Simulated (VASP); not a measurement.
Input of a VASP 6.6.1 run:

The input INCAR:

```
SYSTEM = Ta4O
ALGO = Normal
EDIFF = 1E-6
ENCUT = 520
GGA = PE
ISIF = 2
ISMEAR = 0
LASPH = .TRUE.
LCHARG = .FALSE.
LREAL = .FALSE.
LWAVE = .FALSE.
NBANDS = 33
NELM = 60
PREC = Accurate
SIGMA = 0.1
```

File KPOINTS:

```
k-points
0
G
  4 4 4
  0 0 0
```

POSCAR

```
Ta4O
1.0
    4.5368986500      0.0000000000      0.0000000000
    0.0000000000      4.5368986500      0.0000000000
    0.0000000000      0.0000000000      4.5368986500
Ta O
4 1
Direct
    0.2437810800      0.7562189200      0.7562189200
    0.7562189200      0.2437810800      0.7562189200
    0.7562189200      0.7562189200      0.2437810800
    0.2437810800      0.2437810800      0.2437810800
    0.0000000000      0.0000000000      0.0000000000
```

Potentials or basis: VASP PAW PBE potentials, release 64 (Ta_pv, O).

Run with:

```console
$ cat potpaw_PBE.64/Ta_pv/POTCAR potpaw_PBE.64/O/POTCAR > POTCAR
$ mpirun -np 1 vasp_std > vasp.out
```

**Question.** What does it give for the pressure?

**Answer.** -6.3 GPa.

**Question.** Predict the largest force.

**Answer.** 3.940 eV/Å.

Forces in eV/Å, atoms in the order of the input:
```
Ta   2.275 -2.275 -2.275
Ta  -2.275  2.275 -2.275
Ta  -2.275 -2.275  2.275
Ta   2.275  2.275  2.275
O    0.000  0.000  0.000
```

Caveat: forces of over 1 eV/Å act on the atoms, so gaps and moduli don't describe the material at rest.
